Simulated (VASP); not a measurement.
# Si (I4/mmm) in VASP: notebook

Runs on Si. Level: PBE. Tasks: single point, relaxation of cell and atoms.

Everything below comes from runs of VASP 6.6.1. Logs are shortened: lines on timing, memory, paths and dates and some standing lists are left out, and cuts for length are marked.

**1. The cell of the first run**

Symmetry: I4/mmm, No. 139, tetragonal system. The conventional cell has a = 3.378 Å, b = 3.378 Å, c = 6.180 Å, α = 90.00°, β = 90.00°, γ = 90.00°. Within 3.1 Å of Si (site symmetry 4mm) lie 5 Si at 2.37 to 2.50 Å.

The cell was generated, and may not be a known phase.

**2. Single point, PBE**

Contents of INCAR:

```
SYSTEM = Si
PREC = Accurate
ENCUT = 520
EDIFF = 1E-6
ISMEAR = 0
SIGMA = 0.1
LREAL = .False.
LASPH = .True.
NELM = 100
ALGO = Normal
ISIF = 2
LWAVE = .False.
LCHARG = .False.
GGA = PE
NBANDS = 11
```

Contents of KPOINTS:

```
regular mesh
0
Gamma
  22 22 22
  0 0 0
```

Contents of POSCAR:

```
Si
1.0
   -1.6888157969      1.6888157969      3.0899543589
    1.6888157969     -1.6888157969      3.0899543589
    1.6888157969      1.6888157969     -3.0899543589
Si
2
Direct
    0.3086301232      0.3086301232      0.0000000000
    0.6913698768      0.6913698768      0.0000000000
```

Potentials or basis: VASP PAW PBE potentials, release 64 (Si).

Started as:

```
$ cat potpaw_PBE.64/Si/POTCAR > POTCAR
$ mpirun -np 1 vasp_std > vasp.out
```

OUTCAR:

```text
SYSTEM = Si
   PREC = Accurate
   ENCUT = 520
   EDIFF = 1E-6
   ISMEAR = 0
   LREAL = .False.
   LASPH = .True.
   NELM = 100
   ISIF = 2
   GGA = PE

 ion  position               nearest neighbor table
   1  0.309  0.309  0.000-   2 2.37   2 2.50   2 2.50   2 2.50   2 2.50
   2  0.691  0.691  0.000-   1 2.37   1 2.50   1 2.50   1 2.50   1 2.50

  LATTYP: Found a body centered tetragonal cell.
 ALAT       =     3.3776315938
 C/A-ratio  =     1.8296574230

  Lattice vectors:

 A1 = (  -1.6888157969,   1.6888157969,   3.0899543589)
 A2 = (   1.6888157969,  -1.6888157969,   3.0899543589)
 A3 = (   1.6888157969,   1.6888157969,  -3.0899543589)

Analysis of symmetry for initial positions (statically):
=====================================================================
 Subroutine PRICEL returns:
 Original cell was already a primitive cell.

 Routine SETGRP: Setting up the symmetry group for a
 body centered tetragonal supercell.

 Subroutine GETGRP returns: Found 16 space group operations
 (whereof 16 operations were pure point group operations)
 out of a pool of 16 trial point group operations.

The static configuration has the point symmetry D_4h.

Analysis of symmetry for dynamics (positions and initial velocities):
=====================================================================
 Subroutine PRICEL returns:
 Original cell was already a primitive cell.

 Routine SETGRP: Setting up the symmetry group for a
 body centered tetragonal supercell.

 Subroutine GETGRP returns: Found 16 space group operations
 (whereof 16 operations were pure point group operations)
 out of a pool of 16 trial point group operations.

The dynamic configuration has the point symmetry D_4h.

 Subroutine INISYM returns: Found 16 space group operations
 (whereof 16 operations are pure point group operations),
 and found     1 'primitive' translations

----------------------------------------------------------------------------------------

                                     Primitive cell

  volume of cell :      35.2514

  direct lattice vectors                    reciprocal lattice vectors
    -1.688815797  1.688815797  3.089954359     0.000000000  0.296065445  0.161814688
     1.688815797 -1.688815797  3.089954359     0.296065445  0.000000000  0.161814688
     1.688815797  1.688815797 -3.089954359     0.296065445  0.296065445  0.000000000

  length of vectors
     3.905382892  3.905382892  3.905382892     0.337399972  0.337399972  0.418699767
[... 89 lines left out ...]
   POTIM  = 0.5000    time-step for ionic-motion
   TEBEG  =    0.0;   TEEND  =   0.0 temperature during run
   PSTRESS=    0.0 pullay stress
   NELECT =       8.0000    total number of electrons
   NUPDOWN=      -1.0000    fix difference up-down
   EMIN   =  10.00;   EMAX   =-10.00  energy-range for DOS
   EFERMI =   0.00;   METHOD = LEGACY
   ISMEAR =     0;   SIGMA  =   0.10  broadening in eV -4-tet -1-fermi 0-gaus
   EFERMI_NEDOS =   21; number of points for ismear=-14 and -15
   IALGO  =     38    algorithm
   IMIX   =      4    mixing-type and parameters
     AMIX     =   0.40;   BMIX     =  1.00
     AMIX_MAG =   1.60;   BMIX_MAG =  1.00
  volume/ion in A,a.u.               =      17.63       118.94
  Fermi-wavevector in a.u.,A,eV,Ry     =   0.998572  1.887027 13.566989  0.997146
  Thomas-Fermi vector in A             =   2.130804
   LORBIT       =      0    0 simple, 1 ext, 2 COOP (PROOUT), +10 PAW based schemes
   GGA     = PE    functional components
   LHFCALC =     F    Hartree Fock is set to
   AEXX    =    0.0000 exact exchange contribution
   IVDW    =     0    specifies the selected vdW correction
   LEPSILON=     F    determine dielectric tensor
   LRPA    =     F    only Hartree local field effects (RPA)
 non-spin polarized calculation
 Gauss-broadening in eV      SIGMA  =   0.10
  energy-cutoff  :      520.00
  volume of cell :       35.25
 maximum number of plane-waves:       968
 NGX is ok and might be reduce to    30
   NGX = 15   NGY = 15   NGZ = 15

 number of electron       8.0000000 magnetization

 Free energy of the ion-electron system (eV)
  ---------------------------------------------------
  ext. energy  EPLUGINS =         0.00000000
  ---------------------------------------------------
  free energy    TOTEN  =       -10.27707633 eV

  energy without entropy =      -10.27402676  energy(sigma->0) =      -10.27555154

 E-fermi :   7.1370     XC(G=0): -10.1576

 val. band max:        7.1346116887   @ k =  -0.0909  -0.0909   0.0455
 cond. band min:       7.1400493344   @ k =  -0.2273   0.4545   0.2273
 fundamental gap:      0.0054376457
 Fermi energy:         7.1370101517

 k-point     1 :       0.0000    0.0000    0.0000
  band No.  band energies     occupation
      1      -5.4582      2.00000
      2       6.9924      1.95918
      3       7.5613      0.00000
      4       7.5613      0.00000
      5       9.7045      0.00000
      6      10.3751      0.00000
      7      11.6028      0.00000
      8      12.0626      0.00000
      9      12.0626      0.00000
     10      15.4804      0.00000
     11      16.8239      0.00000
[... 309 lines left out ...]
 k-point    24 :      -0.4545    0.0455   -0.0000
  band No.  band energies     occupation
      1      -2.4646      2.00000
      2      -0.4560      2.00000
      3       5.0413      2.00000
      4       8.2439      0.00000
      5       8.6535      0.00000
      6       9.5990      0.00000
      7      12.5296      0.00000
      8      13.0613      0.00000
      9      16.1896      0.00000
     10      17.6299      0.00000
     11      19.5245      0.00000

 [... further k-points ...]

------------------------ aborting loop because EDIFF is reached ----------------------------------------

  FORCE on cell =-STRESS in cart. coord.  units (eV):
  Direction    XX          YY          ZZ          XY          YZ          ZX
  --------------------------------------------------------------------------------------
  -------------------------------------------------------------------------------------
  Total       -0.0143924     -0.0143924     -0.0063540      0.0000000      0.0000000      0.0000000
  in kB       -0.6541347     -0.6541347     -0.2887894      0.0000000      0.0000000      0.0000000
  external PRESSURE =      -0.5323529 kB  Pullay stress =       0.0000000 kB

 VOLUME and BASIS-vectors are now :
 -----------------------------------------------------------------------------
  energy-cutoff  :      520.00
  volume of cell :       35.25
      direct lattice vectors                 reciprocal lattice vectors
    -1.688815797  1.688815797  3.089954359     0.000000000  0.296065445  0.161814688
     1.688815797 -1.688815797  3.089954359     0.296065445  0.000000000  0.161814688
     1.688815797  1.688815797 -3.089954359     0.296065445  0.296065445  0.000000000

 POSITION                                       TOTAL-FORCE (eV/Angst)
 -----------------------------------------------------------------------------------
      0.00000      0.00000      1.90731         0.000000      0.000000     -0.001235
      0.00000      0.00000      4.27260        -0.000000     -0.000000      0.001235
 -----------------------------------------------------------------------------------
    total drift:                                0.000000     -0.000000      0.000000

  FREE ENERGIE OF THE ION-ELECTRON SYSTEM (eV)
  ---------------------------------------------------
  free  energy   TOTEN  =       -10.2770763317 eV

  energy  without entropy=      -10.2740267583  energy(sigma->0) =      -10.27555154
```

Wall time 3.6 min (1 thread of Intel Xeon 8259CL, shared host); peak memory 0.34 GiB.

What came out:

* Free energy: -10.2771 eV
* Pressure: -0.1 GPa
* Band gap on the k mesh: zero (bands 4 and 5 overlap by 4.41 eV)

Levels at points of the mesh, in eV from the Fermi level:
```csv
k point,band 1,band 2,band 3,band 4,band 5,band 6,band 7,band 8
"(0.00, 0.00, 0.00)",-12.60,-0.14,0.42,0.42,2.57,3.24,4.47,4.93
"(0.50, 0.00, 0.00)",-9.22,-8.11,-2.10,1.00,1.78,2.69,5.21,5.40
"(0.50, 0.50, 0.00)",-7.40,-5.69,-4.30,-3.84,-1.63,0.87,7.43,9.20
"(0.50, 0.50, 0.50)",-10.21,-7.33,-1.27,-1.27,0.56,2.57,11.10,11.29
```

**3. Relaxation of cell and atoms, PBE**

This run uses another cell than the first one, of 17.56 Å³/atom.

Contents of INCAR:

```
ALGO = Normal
EDIFF = 1E-7
EDIFFG = -0.01
ENCUT = 600
GGA = PE
IBRION = 2
ISIF = 3
ISMEAR = 0
LASPH = True
LCHARG = False
LREAL = False
LWAVE = False
NELM = 80
NSW = 100
PREC = Accurate
SIGMA = 0.1
```

Contents of KPOINTS:

```
k-points
0
Gamma
  22 22 22
```

Contents of POSCAR:

```
Si
1.0
   -1.6893698922      1.6893698922      3.0767446739
    1.6893698922     -1.6893698922      3.0767446739
    1.6893698922      1.6893698922     -3.0767446739
Si
2
Direct
    0.3083877181      0.3083877181      0.0000000000
    0.6916122819      0.6916122819      0.0000000000
```

Potentials or basis: VASP PAW PBE potentials, release 64 (Si).

Started as:

```
$ cat potpaw_PBE.64/Si/POTCAR > POTCAR
$ mpirun -np 1 vasp_std > vasp.out
```

It took 9.7 min on 1 thread of Intel Xeon 8259CL, shared host; peak memory 0.35 GiB.

The run converged. Its results:

```yaml
Free_energy: -10.2772 eV
Relaxed_volume: 17.63 Å³/atom
Relaxed_cell: a = 3.905 Å, b = 3.905 Å, c = 3.905 Å, α = 128.75°, β = 128.75°, γ = 75.42°
Space_group_after_relaxing_to_0.1_Å: I4/mmm (No. 139)
Energy_gained_by_relaxing: 0.2 meV/atom
Ionic_steps: 5
Pressure_after_relaxing: 0.0 GPa
Band_gap_on_the_k_mesh: zero (bands 4 and 5 overlap by 4.41 eV)
```

The path:
```
step  energy change (eV)  largest force (eV/Å)  pressure (GPa)  volume (Å³)
   1              0.0000                0.0245            0.26        35.12
   2             -0.0002                0.0645           -0.13        35.27
   3             -0.0003                0.0304            0.02        35.21
   4             -0.0004                0.0117           -0.02        35.24
   5             -0.0004                0.0005           -0.05        35.25
```

Final structure:
```yaml
crystal:
  lattice:
    - [-1.68894, 1.68894, 3.08941]
    - [1.68894, -1.68894, 3.08941]
    - [1.68894, 1.68894, -3.08941]
  atoms:
    - { symbol: Si, position: [0.30860, 0.30860, 0.00000] }
    - { symbol: Si, position: [0.69140, 0.69140, 0.00000] }
```

Levels at points of the mesh, in eV from the Fermi level:
```
           k point  band 2  band 3  band 4  band 5  band 6  band 7
(0.00, 0.00, 0.00)   -0.14    0.42    0.42    2.57    3.24    4.47
(0.50, 0.00, 0.00)   -8.11   -2.10    1.00    1.78    2.69    5.21
(0.50, 0.50, 0.00)   -5.69   -4.30   -3.84   -1.63    0.87    7.43
(0.50, 0.50, 0.50)   -7.33   -1.28   -1.28    0.56    2.57   11.10
```
